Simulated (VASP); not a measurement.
# TiSi2 in VASP: notebook

The runs below take TiSi2 through single point, with PBEsol.

Everything below comes from runs of VASP 6.6.1. Logs are shortened: lines on timing, memory, paths and dates and some standing lists are left out, and cuts for length are marked.

## (1) The cell of the first run

The structure is orthorhombic, space group Fddd (No. 70). The conventional cell has a = 4.630 Å, b = 7.989 Å, c = 8.523 Å, α = 90.00°, β = 90.00°, γ = 90.00°. Within 3.3 Å of Ti (site symmetry 222) lie 10 Si at 2.51 to 2.67 Å and 4 Ti at 3.14 Å. Si (site symmetry 2) has 5 Ti at 2.51 to 2.67 Å and 9 Si at 2.52 to 3.14 Å within 3.3 Å.

## (2) Single point, PBEsol (equal xx and yy strain of -3 %)

Input file INCAR:

```
  PREC = Accurate
  ENCUT = 520
  EDIFF = 1E-6
  ISMEAR = -1
  SIGMA = 0.08
  LREAL = F
  LASPH = T
  NELM = 60
  ALGO = Normal
  ISIF = 2
  LWAVE = F
  LCHARG = F
  GGA = PS
  NBANDS = 29
```

Input file KPOINTS:

```
Automatic mesh
0
Gamma
  8 8 8
```

Input file POSCAR:

```
TiSi2
1.0
    0.0000000000      3.9944600000      4.2615000000
    2.3149050000      0.0000000000      4.2615000000
    2.3149050000      3.9944600000      0.0000000000
Ti Si
2 4
Direct
    0.7500000000      0.7500000000      0.7500000000
    0.5000000000      0.5000000000      0.5000000000
    0.0830000000      0.4170000000      0.0830000000
    0.4170000000      0.0830000000      0.4170000000
    0.1670000000      0.8330000000      0.1670000000
    0.8330000000      0.1670000000      0.8330000000
```

Potentials or basis: VASP PAW PBE potentials, release 64 (Ti_sv, Si).

Command:

```
cat potpaw_PBE.64/Ti_sv/POTCAR potpaw_PBE.64/Si/POTCAR > POTCAR
mpirun -np 1 vasp_std > vasp.out
```

OUTCAR:

```text
PREC = Accurate
   ENCUT = 520
   EDIFF = 1E-6
   ISMEAR = -1
   LREAL = F
   LASPH = T
   NELM = 60
   ISIF = 2
   GGA = PS

 ion  position               nearest neighbor table
   1  0.750  0.750  0.750-   6 2.51   5 2.51   6 2.51   5 2.51   3 2.66   4 2.66   4 2.67   4 2.67
                             3 2.67   3 2.67
   2  0.500  0.500  0.500-   3 2.51   4 2.51   3 2.51   4 2.51   5 2.66   6 2.66   5 2.67   5 2.67
                             6 2.67   6 2.67
   3  0.083  0.417  0.083-   2 2.51   2 2.51   5 2.52   5 2.52   1 2.66   4 2.67   4 2.67   4 2.67
                             1 2.67   1 2.67   6 3.14   6 3.14   6 3.14   6 3.14
   4  0.417  0.083  0.417-   2 2.51   2 2.51   6 2.52   6 2.52   1 2.66   3 2.67   3 2.67   3 2.67
                             1 2.67   1 2.67   5 3.14   5 3.14   5 3.14   5 3.14
   5  0.167  0.833  0.167-   1 2.51   1 2.51   3 2.52   3 2.52   2 2.66   6 2.67   6 2.67   6 2.67
                             2 2.67   2 2.67   4 3.14   4 3.14   4 3.14   4 3.14
   6  0.833  0.167  0.833-   1 2.51   1 2.51   4 2.52   4 2.52   2 2.66   5 2.67   5 2.67   5 2.67
                             2 2.67   2 2.67   3 3.14   3 3.14   3 3.14   3 3.14

  LATTYP: Found a face centered orthorhombic cell.
 ALAT       =     4.6298100000
 B/A-ratio  =     1.7255394930
 C/A-ratio  =     1.8408962787

  Lattice vectors:

 A1 = (   0.0000000000,   3.9944600000,   4.2615000000)
 A2 = (   2.3149050000,   0.0000000000,   4.2615000000)
 A3 = (   2.3149050000,   3.9944600000,   0.0000000000)

Analysis of symmetry for initial positions (statically):
=====================================================================
 Subroutine PRICEL returns:
 Original cell was already a primitive cell.

 Routine SETGRP: Setting up the symmetry group for a
 face centered orthorhombic supercell.

 Subroutine GETGRP returns: Found  8 space group operations
 (whereof  4 operations were pure point group operations)
 out of a pool of  8 trial point group operations.

The static configuration has the point symmetry D_2 .
 The point group associated with its full space group is D_2h.

Analysis of symmetry for dynamics (positions and initial velocities):
=====================================================================
 Subroutine PRICEL returns:
 Original cell was already a primitive cell.

 Routine SETGRP: Setting up the symmetry group for a
 face centered orthorhombic supercell.

 Subroutine GETGRP returns: Found  8 space group operations
 (whereof  4 operations were pure point group operations)
 out of a pool of  8 trial point group operations.

The dynamic configuration has the point symmetry D_2 .
 The point group associated with its full space group is D_2h.

 Subroutine INISYM returns: Found  8 space group operations
 (whereof  4 operations are pure point group operations),
 and found     1 'primitive' translations

----------------------------------------------------------------------------------------

                                     Primitive cell

  volume of cell :      78.8104

  direct lattice vectors                    reciprocal lattice vectors
     0.000000000  3.994460000  4.261500000    -0.215991585  0.125173365  0.117329579
     2.314905000  0.000000000  4.261500000     0.215991585 -0.125173365  0.117329579
     2.314905000  3.994460000  0.000000000     0.215991585  0.125173365 -0.117329579

  length of vectors
     5.840898299  4.849656422  4.616762486     0.275838660  0.275838660  0.275838660

  position of ions in fractional coordinates (direct lattice)
     0.750000000  0.750000000  0.750000000
     0.500000000  0.500000000  0.500000000
     0.083000000  0.417000000  0.083000000
     0.417000000  0.083000000  0.417000000
     0.167000000  0.833000000  0.167000000
     0.833000000  0.167000000  0.833000000

  ion indices of the primitive-cell ions
   primitive index   ion index
                 1           1
                 2           2
                 3           3
                 4           4
                 5           5
                 6           6

----------------------------------------------------------------------------------------

 KPOINTS: Automatic mesh

Automatic generation of k-mesh.
 Grid dimensions read from file:
 generate k-points for:    8    8    8

 Generating k-lattice:

  Cartesian coordinates                     Fractional coordinates (reciprocal lattice)
    -0.026998948  0.015646671  0.014666197     0.125000000  0.000000000  0.000000000
     0.026998948 -0.015646671  0.014666197     0.000000000  0.125000000  0.000000000
     0.026998948  0.015646671 -0.014666197     0.000000000  0.000000000  0.125000000

  Length of vectors
     0.034479832  0.034479832  0.034479832

  Shift w.r.t. Gamma in fractional coordinates (k-lattice)
     0.000000000  0.000000000  0.000000000

 Subroutine IBZKPT returns following result:
 ===========================================

 Found     95 irreducible k-points:

 Following reciprocal coordinates:
            Coordinates               Weight
  0.000000  0.000000  0.000000      1.000000
  0.125000 -0.000000  0.000000      8.000000
  0.250000 -0.000000  0.000000      8.000000
  0.375000  0.000000 -0.000000      8.000000
  0.500000 -0.000000  0.000000      4.000000
  0.125000  0.125000  0.000000      2.000000
[... 16 lines left out ...]
  0.250000 -0.000000  0.125000      8.000000
  0.375000  0.000000  0.125000      8.000000
 [... further k-points ...]
   k-points           NKPTS =     95   k-points in BZ     NKDIM =     95   number of bands    NBANDS=     29
   number of dos      NEDOS =    301   number of ions     NIONS =      6
   total plane-waves  NPLWV =  62208
   dimension x,y,z NGX =    48 NGY =   36 NGZ =   36
   dimension x,y,z NGXF=    96 NGYF=   72 NGZF=   72
   ions per type =               2   4
   NGX,Y,Z   is equivalent  to a cutoff of  13.66, 12.34, 12.96 a.u.
   NGXF,Y,Z  is equivalent  to a cutoff of  27.32, 24.68, 25.93 a.u.
 SYSTEM =  unknown system
   PREC   = accura    normal or accurate (medium, high low for compatibility)
   ISTART =      0    job   : 0-new  1-cont  2-samecut
   ICHARG =      2    charge: 1-file 2-atom 10-const
   ISPIN  =      1    spin polarized calculation?
   LNONCOLLINEAR =      F non collinear calculations
   LSORBIT =      F    spin-orbit coupling
   LASPH  =      T    aspherical Exc in radial PAW
   ENCUT  =  520.0 eV  38.22 Ry    6.18 a.u.  10.86  9.02  8.58*2*pi/ulx,y,z
   NELM   =     60;   NELMIN=  2; NELMDL= -5     # of ELM steps
   EDIFF  = 0.1E-05   stopping-criterion for ELM
   LREAL  =      F    real-space projection
   EDIFFG = 0.1E-04   stopping-criterion for IOM
   NSW    =      0    number of steps for IOM
   IBRION =     -1    ionic relax: 0-MD 1-quasi-New 2-CG
   NFREE  =      0    steps in history (QN), initial steepest desc. (CG)
   ISIF   =      2    stress and relaxation
   ISYM   =      2    0-nonsym 1-usesym 2-fastsym
   POTIM  = 0.5000    time-step for ionic-motion
   TEBEG  =    0.0;   TEEND  =   0.0 temperature during run
   PSTRESS=    0.0 pullay stress
   NELECT =      40.0000    total number of electrons
   NUPDOWN=      -1.0000    fix difference up-down
   EMIN   =  10.00;   EMAX   =-10.00  energy-range for DOS
   EFERMI =   0.00;   METHOD = LEGACY
   ISMEAR =    -1;   SIGMA  =   0.08  broadening in eV -4-tet -1-fermi 0-gaus
   EFERMI_NEDOS =   21; number of points for ismear=-14 and -15
   IALGO  =     38    algorithm
   IMIX   =      4    mixing-type and parameters
     AMIX     =   0.40;   BMIX     =  1.00
     AMIX_MAG =   1.60;   BMIX_MAG =  1.00
  volume/ion in A,a.u.               =      13.14        88.64
  Fermi-wavevector in a.u.,A,eV,Ry     =   1.305871  2.467738 23.201999  1.705299
  Thomas-Fermi vector in A             =   2.436711
   LORBIT       =      0    0 simple, 1 ext, 2 COOP (PROOUT), +10 PAW based schemes
   GGA     = PS    functional components
   LHFCALC =     F    Hartree Fock is set to
   AEXX    =    0.0000 exact exchange contribution
   IVDW    =     0    specifies the selected vdW correction
   LEPSILON=     F    determine dielectric tensor
   LRPA    =     F    only Hartree local field effects (RPA)
 non-spin polarized calculation
  energy-cutoff  :      520.00
  volume of cell :       78.81
 maximum number of plane-waves:      2144
 NGX is ok and might be reduce to    48
   NGX = 21   NGY = 19   NGZ = 17

 number of electron      39.9999998 magnetization

 Free energy of the ion-electron system (eV)
  ---------------------------------------------------
  ext. energy  EPLUGINS =         0.00000000
  ---------------------------------------------------
  free energy    TOTEN  =       -43.55251269 eV

  energy without entropy =      -43.50841695  energy(sigma->0) =      -43.53046482

 E-fermi :  10.9086     XC(G=0): -12.1064

 val. band max:       10.8980042596   @ k =   0.5000   0.1250   0.2500
 cond. band min:      10.9151814313   @ k =  -0.1250   0.1250   0.2500
 fundamental gap:      0.0171771717
 Fermi energy:        10.9086285731

 k-point     1 :       0.0000    0.0000    0.0000
  band No.  band energies     occupation
      1     -44.9131      2.00000
      2     -44.8754      2.00000
      3     -21.4752      2.00000
      4     -21.4076      2.00000
      5     -21.3260      2.00000
      6     -21.3103      2.00000
[... 21 lines left out ...]
     28      14.9127      0.00000
     29      15.0336      0.00000

 k-point     2 :       0.1250   -0.0000    0.0000
  band No.  band energies     occupation
      1     -44.9120      2.00000
      2     -44.8764      2.00000
      3     -21.4733      2.00000
      4     -21.4086      2.00000
      5     -21.3340      2.00000
      6     -21.3098      2.00000
[... 21 lines left out ...]
     28      14.8716      0.00000
     29      15.0912      0.00000

 k-point     3 :       0.2500   -0.0000    0.0000
  band No.  band energies     occupation
      1     -44.9090      2.00000
      2     -44.8793      2.00000
      3     -21.4695      2.00000
      4     -21.4104      2.00000
      5     -21.3502      2.00000
      6     -21.3093      2.00000
[... 638 lines left out ...]
      5     -21.3586      2.00000
      6     -21.3062      2.00000
[... 21 lines left out ...]
     28      14.8870      0.00000
     29      15.3676      0.00000

 k-point    24 :       0.3750    0.0000    0.1250
  band No.  band energies     occupation
      1     -44.9056      2.00000
      2     -44.8826      2.00000
      3     -21.4646      2.00000
      4     -21.3976      2.00000
      5     -21.3747      2.00000
      6     -21.3057      2.00000
[... 21 lines left out ...]
     28      15.0679      0.00000
     29      15.5449      0.00000

 [... further k-points ...]
[... 5 lines left out ...]
  --------------------------------------------------------------------------------------
  -------------------------------------------------------------------------------------
  Total        5.7112904      5.2858415      0.6840266      0.0000000      0.0000000      0.0000000
  in kB      116.1077177    107.4585511     13.9059225      0.0000000      0.0000000      0.0000000
  external PRESSURE =      79.1573971 kB  Pullay stress =       0.0000000 kB

 VOLUME and BASIS-vectors are now :
 -----------------------------------------------------------------------------
  energy-cutoff  :      520.00
  volume of cell :       78.81
      direct lattice vectors                 reciprocal lattice vectors
     0.000000000  3.994460000  4.261500000    -0.215991585  0.125173365  0.117329579
     2.314905000  0.000000000  4.261500000     0.215991585 -0.125173365  0.117329579
     2.314905000  3.994460000  0.000000000     0.215991585  0.125173365 -0.117329579

 POSITION                                       TOTAL-FORCE (eV/Angst)
 -----------------------------------------------------------------------------------
      3.47236      5.99169      6.39225        -0.000000      0.000000      0.000000
      2.31490      3.99446      4.26150         0.000000      0.000000     -0.000000
      1.15745      0.66308      2.13075         0.000000      0.239377     -0.000000
      1.15745      3.33138      2.13075         0.000000     -0.239377     -0.000000
      2.31490      1.33415      4.26150        -0.000000     -0.239377      0.000000
      2.31490      6.65477      4.26150        -0.000000      0.239377      0.000000
 -----------------------------------------------------------------------------------
    total drift:                               -0.000000     -0.000000      0.000000

  FREE ENERGIE OF THE ION-ELECTRON SYSTEM (eV)
  ---------------------------------------------------
  free  energy   TOTEN  =       -43.5525126896 eV

  energy  without entropy=      -43.5084169536  energy(sigma->0) =      -43.53046482
```

Wall time 9.6 min (1 thread of AMD EPYC 7R13, shared host); peak memory 0.32 GiB.

What came out:

* Free energy: -43.5525 eV
* Pressure: 7.9 GPa
* Largest force: 0.239 eV/Å
* Band gap on the k mesh: zero (band 20 reaches 11.67 eV, above the bottom of band 21 at 9.72 eV)

Forces on the atoms (eV/Å):
```
Ti   0.000  0.000  0.000
Ti   0.000  0.000  0.000
Si   0.000  0.239  0.000
Si   0.000 -0.239  0.000
Si   0.000 -0.239  0.000
Si   0.000  0.239  0.000
```

Stress tensor (GPa, compression positive):
```
11.61  0.00  0.00
 0.00 10.75  0.00
 0.00  0.00  1.39
```

Caveat: the cell differs from its parent crystal (equal xx and yy strain of -3 %); the PAW data sets were made with another functional, which shifts forces and pressure a little.

## (3) Single point, PBEsol (equal xy, yz and zx shear strains of +2 %)

Input file INCAR:

```
ALGO = Normal
EDIFF = 1E-6
ENCUT = 520
GGA = PS
ISIF = 2
ISMEAR = -1
LASPH = True
LCHARG = True
LELF = True
LREAL = False
LVHAR = True
LWAVE = False
NBANDS = 29
NELM = 100
PREC = Accurate
SIGMA = 0.08
```

Input file KPOINTS:

```
k-points
0
Gamma
  8 8 8
```

Changes to POSCAR since step 2:

```diff
@@ -2,5 +2,5 @@
 1.0
-    0.0000000000      3.9944600000      4.2615000000
-    2.3149050000      0.0000000000      4.2615000000
-    2.3149050000      3.9944600000      0.0000000000
+    0.0837950000      4.1606150000      4.3026800000
+    2.4291150000      0.0664800000      4.2853650000
+    2.4276800000      4.1418650000      0.0650450000
 Ti Si
```

Potentials or basis: VASP PAW PBE potentials, release 64 (Ti_sv, Si).

Command:

```
cat potpaw_PBE.64/Ti_sv/POTCAR potpaw_PBE.64/Si/POTCAR > POTCAR
mpirun -np 1 vasp_std > vasp.out
```

It took 8.2 min on 1 thread of Intel Xeon Platinum 8488C (Sapphire Rapids), shared host; peak memory 0.62 GiB.

It converged, with:

```yaml
Free_energy: -43.6523 eV
Pressure: -1.4 GPa
Largest_force: 0.239 eV/Å
Band_gap_on_the_k_mesh: zero (band 20 reaches 10.83 eV, above the bottom of band 21 at 9.00 eV)
```

Forces in eV/Å, atoms in the order of the input:
```
Ti   0.126  0.128  0.102
Ti  -0.126 -0.128 -0.102
Si   0.044  0.234 -0.021
Si   0.065 -0.110  0.079
Si  -0.044 -0.234  0.021
Si  -0.065  0.110 -0.079
```

Stress tensor (GPa, compression positive):
```
-0.73 -2.59 -3.13
-2.59 -1.85 -1.88
-3.13 -1.88 -1.57
```

Levels at points of the mesh, in eV from the Fermi level:
```csv
k point,band 17,band 18,band 19,band 20,band 21,band 22,band 23,band 24
"(0.00, 0.00, 0.00)",-2.28,-1.90,-1.70,-1.48,-0.94,2.01,3.19,3.20
"(0.50, 0.00, 0.00)",-2.02,-1.05,-0.02,0.25,1.07,1.38,1.94,2.35
"(0.00, 0.50, 0.00)",-1.95,-1.00,-0.08,0.11,1.07,1.34,1.60,2.22
"(0.50, 0.50, 0.00)",-1.67,-1.52,-1.08,-1.01,0.79,0.82,3.16,3.23
"(0.00, 0.00, 0.50)",-1.91,-1.15,-0.14,0.13,1.09,1.41,1.69,2.29
"(0.50, 0.00, 0.50)",-2.36,-2.34,-0.89,-0.82,1.25,1.27,3.23,3.25
"(0.00, 0.50, 0.50)",-1.23,-1.21,-0.65,-0.64,0.88,0.96,2.24,2.32
"(0.50, 0.50, 0.50)",-2.06,-1.16,-0.01,0.11,0.93,1.28,1.84,2.10
```

Caveat: the cell differs from its parent crystal (equal xy, yz and zx shear strains of +2 %); the PAW data sets were made with another functional, which shifts forces and pressure a little.
